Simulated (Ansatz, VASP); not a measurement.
## BAs: VASP beside Ansatz

INCAR

```
ALGO = Normal
EDIFF = 1E-8
ENCUT = 520
GGA = CA
ISIF = 2
ISMEAR = -1
LASPH = True
LCHARG = False
LEFG = True
LREAL = False
LWAVE = False
NBANDS = 11
NELM = 80
PREC = Accurate
SIGMA = 0.05
```

File KPOINTS:

```
k-points
0
Gamma
  13 13 13
```

POSCAR

```
BAs
1.0
    0.0000000000      2.3964352742      2.3964352742
    2.3964352742      0.0000000000      2.3964352742
    2.3964352742      2.3964352742      0.0000000000
B As
1 1
Direct
    0.0000000000      0.0000000000      0.0000000000
    0.7500000000      0.7500000000      0.7500000000
```

Input for Ansatz:

```yaml
crystal:
  lattice:
    - [0.0, 2.3964352742, 2.3964352742]
    - [2.3964352742, 0.0, 2.3964352742]
    - [2.3964352742, 2.3964352742, 0.0]
  atoms:
    - { symbol: B, position: [0.0, 0.0, 0.0] }
    - { symbol: As, position: [0.75, 0.75, 0.75] }
kpoints:
  mp_grid: { grid: [13, 13, 13] }
scf:
  occupations: { method: fermi_dirac, width: 0.05 }
hamiltonian:
  xc: lda
  pseudopotentials: { kind: paw }
output:
  forces: true
  stress: true
  eigenvalues: true
  efg: { contact_densities: true }
```

Change from the starting cell: volume scaled by 1.01, PAW files.

Alike in both runs: task electric field gradients; functional LDA; k mesh 13 × 13 × 13; occupations fermi-dirac, width 0.05 eV; no spin polarisation.

|  | VASP | Ansatz |
| --- | --- | --- |
| version | VASP 6.6.1 | Ansatz 0.2.0 |
| potentials or method | VASP PAW LDA potentials, release 64 (B, As) | PAW with Ansatz's default frozen-core files, scalar-relativistic |
| plane-wave cutoff (eV) | 520 | 420 |
| valence electrons in the cell | 8 | 18 |

VASP gave:

| Item | Value |
| --- | --- |
| pressure (GPa) | -4.4 |

Task: Which values does Ansatz return?

Result: Pressure (GPa): -5.2.

LDA's correlation is that of Perdew and Zunger in VASP and of Perdew and Wang (1992) in Ansatz. VASP's potentials hold 8 valence electrons a cell and Ansatz's 18, so a difference there can come from the potentials and not from the codes.
